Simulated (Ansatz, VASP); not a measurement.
## TiBiO in VASP and in Ansatz

```xyz
6
Lattice="3.8325 0.0000 0.0000 0.0000 3.5289 0.0000 0.0000 0.0000 8.6314" Properties=species:S:1:pos:R:3 pbc="T T T"
Ti    0.9581    2.6467    0.7792
Ti    2.8744    0.8822    7.8522
O     0.9581    0.8822    8.3722
O     2.8744    2.6467    0.2592
Bi    0.9581    0.8822    3.1322
Bi    2.8744    2.6467    5.4992
```

Alike in both runs: functional r2SCAN; k mesh 7 × 8 × 3; no spin polarisation.

Ansatz relaxed the structure, and its values are those at the end. VASP's run is a single point on that final structure, the one shown.

```csv
,VASP,Ansatz
version,VASP 6.6.1,Ansatz 0.2.0
potentials or method,"VASP PAW PBE potentials, release 64 (Ti_sv, O, Bi_d), cutoff 520 eV",PAW plane waves
occupations,"fermi-dirac, width 0.1 eV",fermi-dirac
valence electrons in the cell,66,66
```

```tsv
	VASP	Ansatz	Ansatz less VASP
pressure (GPa)	0.9	0.5	-0.44
rms of the force components (eV/Å)	0.042	0.013	-0.0288
```

VASP's potentials were made for PBE, not for r2SCAN. Ansatz's warnings: stress scf threshold loose.

Spin-orbit coupling is off throughout.
